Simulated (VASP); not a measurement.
# KCl (I4/mmm) in VASP: further runs

KCl is run at these levels: PBE, r2SCAN; tasks: single point.

All numbers are computed with VASP 6.6.1; they aren't measurements. Logs are shortened: lines on timing, memory, paths and dates and some standing lists are left out, and cuts for length are marked.

**1. The cell of the first run**

It takes space group I4/mmm (No. 139, tetragonal). Conventional cell: a = 4.397 Å, b = 4.397 Å, c = 6.290 Å, α = 90.00°, β = 90.00°, γ = 90.00°. K (site symmetry 4/mmm) has 6 Cl at 3.11 to 3.14 Å within 4.1 Å. Cl (site symmetry 4/mmm) has 6 K at 3.11 to 3.14 Å within 4.1 Å.

**2. Single point, PBE (biaxial xy strain -1.1%)**

Input file INCAR:

```
ALGO     = Normal         # electronic algorithm
EDIFF    = 1E-7           # SCF threshold, eV
ENCUT    = 520            # plane-wave cutoff, eV
GGA      = PE             # functional
ISIF     = 2              # what is computed and relaxed
ISMEAR   = -1             # smearing method
LASPH    = True           # aspherical terms in the spheres
LCHARG   = True           # write CHGCAR
LELF     = True           # ELF
LREAL    = False          # projectors in reciprocal space
LVHAR    = True         
LWAVE    = False          # write WAVECAR
NBANDS   = 15             # bands
NELM     = 100            # most SCF steps
PREC     = Accurate       # precision mode
SIGMA    = 0.02           # smearing width, eV
```

Input file KPOINTS:

```
k-points
0
Gamma
  8 8 8
```

Input file POSCAR:

```
KCl
1.0
    0.0000000000      3.1093115361      3.1448483221
    3.1093115361      0.0000000000      3.1448483221
    3.1093115361      3.1093115361      0.0000000000
K Cl
1 1
Direct
    0.0000000000      0.0000000000      0.0000000000
    0.5000000000      0.5000000000      0.5000000000
```

Potentials or basis: VASP PAW PBE potentials, release 64 (K_sv, Cl).

Started as:

```console
$ cat potpaw_PBE.64/K_sv/POTCAR potpaw_PBE.64/Cl/POTCAR > POTCAR
$ mpirun -np 1 vasp_std > vasp.out
```

OUTCAR:

```text
EDIFF = 1E-7
   ENCUT = 520
   GGA = PE
   ISIF = 2
   ISMEAR = -1
   LASPH = True
   LREAL = False
   NELM = 100
   PREC = Accurate

 ion  position               nearest neighbor table
   1  0.000  0.000  0.000-   2 3.11   2 3.11   2 3.11   2 3.11   2 3.14   2 3.14
   2  0.500  0.500  0.500-   1 3.11   1 3.11   1 3.11   1 3.11   1 3.14   1 3.14

  LATTYP: Found a body centered tetragonal cell.
 ALAT       =     4.3972305440
 C/A-ratio  =     1.4303768204

  Lattice vectors:

 A1 = (  -3.1093115361,   0.0000000000,   3.1448483221)
 A2 = (   3.1093115361,   0.0000000000,   3.1448483221)
 A3 = (   0.0000000000,   3.1093115361,  -3.1448483221)

Analysis of symmetry for initial positions (statically):
=====================================================================
 Subroutine PRICEL returns:
 Original cell was already a primitive cell.

 Routine SETGRP: Setting up the symmetry group for a
 body centered tetragonal supercell.

 Subroutine GETGRP returns: Found 16 space group operations
 (whereof 16 operations were pure point group operations)
 out of a pool of 16 trial point group operations.

The static configuration has the point symmetry D_4h.

Analysis of symmetry for dynamics (positions and initial velocities):
=====================================================================
 Subroutine PRICEL returns:
 Original cell was already a primitive cell.

 Routine SETGRP: Setting up the symmetry group for a
 body centered tetragonal supercell.

 Subroutine GETGRP returns: Found 16 space group operations
 (whereof 16 operations were pure point group operations)
 out of a pool of 16 trial point group operations.

The dynamic configuration has the point symmetry D_4h.

 Subroutine INISYM returns: Found 16 space group operations
 (whereof 16 operations are pure point group operations),
 and found     1 'primitive' translations

----------------------------------------------------------------------------------------

                                     Primitive cell

  volume of cell :      60.8076

  direct lattice vectors                    reciprocal lattice vectors
     0.000000000  3.109311536  3.144848322    -0.160807302  0.160807302  0.158990180
     3.109311536  0.000000000  3.144848322     0.160807302 -0.160807302  0.158990180
     3.109311536  3.109311536  0.000000000     0.160807302  0.160807302 -0.158990180

  length of vectors
     4.422430237  4.422430237  4.397230544     0.277481268  0.277481268  0.277481268

  position of ions in fractional coordinates (direct lattice)
     0.000000000  0.000000000  0.000000000
     0.500000000  0.500000000  0.500000000

  ion indices of the primitive-cell ions
   primitive index   ion index
                 1           1
                 2           2

----------------------------------------------------------------------------------------

 KPOINTS: k-points

Automatic generation of k-mesh.
 Grid dimensions read from file:
 generate k-points for:    8    8    8

 Generating k-lattice:

  Cartesian coordinates                     Fractional coordinates (reciprocal lattice)
    -0.020100913  0.020100913  0.019873772     0.125000000 -0.000000000  0.000000000
     0.020100913 -0.020100913  0.019873772    -0.000000000  0.125000000  0.000000000
     0.020100913  0.020100913 -0.019873772     0.000000000  0.000000000  0.125000000

  Length of vectors
     0.034685159  0.034685159  0.034685159

  Shift w.r.t. Gamma in fractional coordinates (k-lattice)
     0.000000000  0.000000000  0.000000000

 Subroutine IBZKPT returns following result:
 ===========================================

 Found     59 irreducible k-points:

 Following reciprocal coordinates:
            Coordinates               Weight
  0.000000  0.000000  0.000000      1.000000
  0.125000  0.000000  0.000000      8.000000
  0.250000  0.000000  0.000000      8.000000
  0.375000  0.000000  0.000000      8.000000
  0.500000  0.000000  0.000000      4.000000
  0.125000  0.125000  0.000000      2.000000
[... 16 lines left out ...]
  0.250000  0.000000  0.125000     16.000000
  0.375000  0.000000  0.125000     16.000000
 [... further k-points ...]
   k-points           NKPTS =     59   k-points in BZ     NKDIM =     59   number of bands    NBANDS=     15
   number of dos      NEDOS =    301   number of ions     NIONS =      2
   total plane-waves  NPLWV =  46656
   dimension x,y,z NGX =    36 NGY =   36 NGZ =   36
   dimension x,y,z NGXF=    72 NGYF=   72 NGZF=   72
   ions per type =               1   1
   NGX,Y,Z   is equivalent  to a cutoff of  13.53, 13.53, 13.61 a.u.
   NGXF,Y,Z  is equivalent  to a cutoff of  27.07, 27.07, 27.22 a.u.
 SYSTEM =  unknown system
   PREC   = accura    normal or accurate (medium, high low for compatibility)
   ISTART =      0    job   : 0-new  1-cont  2-samecut
   ICHARG =      2    charge: 1-file 2-atom 10-const
   ISPIN  =      1    spin polarized calculation?
   LNONCOLLINEAR =      F non collinear calculations
   LSORBIT =      F    spin-orbit coupling
   LASPH  =      T    aspherical Exc in radial PAW
   ENCUT  =  520.0 eV  38.22 Ry    6.18 a.u.   8.22  8.22  8.18*2*pi/ulx,y,z
   NELM   =    100;   NELMIN=  2; NELMDL= -5     # of ELM steps
   EDIFF  = 0.1E-06   stopping-criterion for ELM
   LREAL  =      F    real-space projection
   EDIFFG = 0.1E-05   stopping-criterion for IOM
   NSW    =      0    number of steps for IOM
   IBRION =     -1    ionic relax: 0-MD 1-quasi-New 2-CG
   NFREE  =      0    steps in history (QN), initial steepest desc. (CG)
   ISIF   =      2    stress and relaxation
   ISYM   =      2    0-nonsym 1-usesym 2-fastsym
   POTIM  = 0.5000    time-step for ionic-motion
   TEBEG  =    0.0;   TEEND  =   0.0 temperature during run
   PSTRESS=    0.0 pullay stress
   NELECT =      16.0000    total number of electrons
   NUPDOWN=      -1.0000    fix difference up-down
   EMIN   =  10.00;   EMAX   =-10.00  energy-range for DOS
   EFERMI =   0.00;   METHOD = LEGACY
   ISMEAR =    -1;   SIGMA  =   0.02  broadening in eV -4-tet -1-fermi 0-gaus
   EFERMI_NEDOS =   21; number of points for ismear=-14 and -15
   IALGO  =     38    algorithm
   IMIX   =      4    mixing-type and parameters
     AMIX     =   0.40;   BMIX     =  1.00
     AMIX_MAG =   1.60;   BMIX_MAG =  1.00
  volume/ion in A,a.u.               =      30.40       205.18
  Fermi-wavevector in a.u.,A,eV,Ry     =   1.049048  1.982414 14.973240  1.100502
  Thomas-Fermi vector in A             =   2.183995
   LORBIT       =      0    0 simple, 1 ext, 2 COOP (PROOUT), +10 PAW based schemes
   GGA     = PE    functional components
   LHFCALC =     F    Hartree Fock is set to
   AEXX    =    0.0000 exact exchange contribution
   IVDW    =     0    specifies the selected vdW correction
   LEPSILON=     F    determine dielectric tensor
   LRPA    =     F    only Hartree local field effects (RPA)
 non-spin polarized calculation
  energy-cutoff  :      520.00
  volume of cell :       60.81
 maximum number of plane-waves:      1659
 NGX is ok and might be reduce to    36
   NGX = 17   NGY = 17   NGZ = 17

 number of electron      16.0000002 magnetization

 Free energy of the ion-electron system (eV)
  ---------------------------------------------------
  ext. energy  EPLUGINS =         0.00000000
  ---------------------------------------------------
  free energy    TOTEN  =        -6.79313210 eV

  energy without entropy =       -6.79313210  energy(sigma->0) =       -6.79313210

 E-fermi :  -1.3062     XC(G=0):  -7.6387

 val. band max:       -1.7404963232   @ k =   0.0000   0.0000   0.0000
 cond. band min:       3.5279322973   @ k =   0.0000   0.0000   0.0000
 fundamental gap:      5.2684286205
 Fermi energy:        -1.3062406549

 k-point     1 :       0.0000    0.0000    0.0000
  band No.  band energies     occupation
      1     -28.8829      2.00000
      2     -13.8893      2.00000
      3     -12.3443      2.00000
      4     -12.3441      2.00000
      5     -12.3441      2.00000
      6      -1.7492      2.00000
      7      -1.7405      2.00000
      8      -1.7405      2.00000
      9       3.5279      0.00000
     10       6.6012      0.00000
     11       6.6744      0.00000
     12       6.6744      0.00000
     13       7.5137      0.00000
     14       7.5668      0.00000
     15      11.3268      0.00000

 k-point     2 :       0.1250    0.0000    0.0000
  band No.  band energies     occupation
      1     -28.8811      2.00000
      2     -13.9218      2.00000
      3     -12.3460      2.00000
      4     -12.3453      2.00000
      5     -12.3033      2.00000
      6      -1.9413      2.00000
      7      -1.7997      2.00000
      8      -1.7947      2.00000
      9       3.9108      0.00000
     10       6.5325      0.00000
     11       6.8300      0.00000
     12       6.8734      0.00000
     13       7.7334      0.00000
     14       7.7900      0.00000
     15      11.9182      0.00000

 k-point     3 :       0.2500    0.0000    0.0000
  band No.  band energies     occupation
      1     -28.8768      2.00000
      2     -13.9942      2.00000
      3     -12.3503      2.00000
      4     -12.3481      2.00000
      5     -12.2101      2.00000
      6      -2.3543      2.00000
      7      -1.9236      2.00000
      8      -1.9206      2.00000
      9       4.8063      0.00000
     10       6.4543      0.00000
     11       7.4016      0.00000
     12       7.4398      0.00000
     13       8.3386      0.00000
     14       8.4049      0.00000
     15      12.0210      0.00000

 k-point     4 :       0.3750    0.0000    0.0000
  band No.  band energies     occupation
      1     -28.8725      2.00000
      2     -14.0601      2.00000
      3     -12.3545      2.00000
      4     -12.3508      2.00000
      5     -12.1229      2.00000
      6      -2.7067      2.00000
      7      -2.0411      2.00000
      8      -2.0401      2.00000
      9       5.6329      0.00000
     10       6.7027      0.00000
     11       8.2442      0.00000
     12       8.2714      0.00000
     13       9.1401      0.00000
     14       9.2230      0.00000
     15      10.9587      0.00000
[... 307 lines left out ...]
 k-point    22 :       0.1250    0.0000    0.1250
  band No.  band energies     occupation
      1     -28.8805      2.00000
      2     -13.9264      2.00000
      3     -12.3535      2.00000
      4     -12.3530      2.00000
      5     -12.2853      2.00000
      6      -2.0261      2.00000
      7      -1.7931      2.00000
      8      -1.7858      2.00000
      9       4.0050      0.00000
     10       6.2454      0.00000
     11       7.0215      0.00000
     12       7.0902      0.00000
     13       7.6525      0.00000
     14       8.0139      0.00000
     15      12.1072      0.00000

 k-point    23 :       0.2500    0.0000    0.1250
  band No.  band energies     occupation
      1     -28.8770      2.00000
      2     -13.9676      2.00000
      3     -12.3612      2.00000
      4     -12.3570      2.00000
      5     -12.2324      2.00000
      6      -2.3062      2.00000
      7      -1.8955      2.00000
      8      -1.8693      2.00000
      9       4.6829      0.00000
     10       6.0251      0.00000
     11       7.5284      0.00000
     12       7.6342      0.00000
     13       7.9850      0.00000
     14       8.5742      0.00000
     15      12.1891      0.00000

 k-point    24 :       0.3750    0.0000    0.1250
  band No.  band energies     occupation
      1     -28.8728      2.00000
      2     -14.0177      2.00000
      3     -12.3653      2.00000
      4     -12.3611      2.00000
      5     -12.1725      2.00000
      6      -2.5865      2.00000
      7      -2.0424      2.00000
      8      -1.9864      2.00000
      9       5.5385      0.00000
     10       6.2332      0.00000
     11       8.1464      0.00000
     12       8.4479      0.00000
     13       8.6388      0.00000
     14       9.1373      0.00000
     15      10.8747      0.00000

 [... further k-points ...]
[... 5 lines left out ...]
  --------------------------------------------------------------------------------------
  -------------------------------------------------------------------------------------
  Total        0.5551312      0.5551312      0.3715434      0.0000000      0.0000000     -0.0000000
  in kB       14.6267572     14.6267572      9.7895339      0.0000000      0.0000000     -0.0000000
  external PRESSURE =      13.0143494 kB  Pullay stress =       0.0000000 kB

 VOLUME and BASIS-vectors are now :
 -----------------------------------------------------------------------------
  energy-cutoff  :      520.00
  volume of cell :       60.81
      direct lattice vectors                 reciprocal lattice vectors
     0.000000000  3.109311536  3.144848322    -0.160807302  0.160807302  0.158990180
     3.109311536  0.000000000  3.144848322     0.160807302 -0.160807302  0.158990180
     3.109311536  3.109311536  0.000000000     0.160807302  0.160807302 -0.158990180

 POSITION                                       TOTAL-FORCE (eV/Angst)
 -----------------------------------------------------------------------------------
      0.00000      0.00000      0.00000         0.000000      0.000000      0.000000
      3.10931      3.10931      3.14485        -0.000000     -0.000000      0.000000
 -----------------------------------------------------------------------------------
    total drift:                                0.000000      0.000000      0.000000

  FREE ENERGIE OF THE ION-ELECTRON SYSTEM (eV)
  ---------------------------------------------------
  free  energy   TOTEN  =        -6.7931321007 eV

  energy  without entropy=       -6.7931321007  energy(sigma->0) =       -6.79313210
```

It took 35 s on 1 thread of Intel Xeon 6975P-C (Granite Rapids), shared host; peak memory 0.22 GiB.

What came out:

* Free energy: -6.7931 eV
* Pressure: 1.3 GPa
* Band gap on the k mesh: 5.27 eV, direct

Stress tensor (GPa, compression positive):
```
1.46 0.00 0.00
0.00 1.46 0.00
0.00 0.00 0.98
```

Caveat: the cell differs from its parent crystal (biaxial xy strain -1.1%).

(Continued in part 2 of 2.)
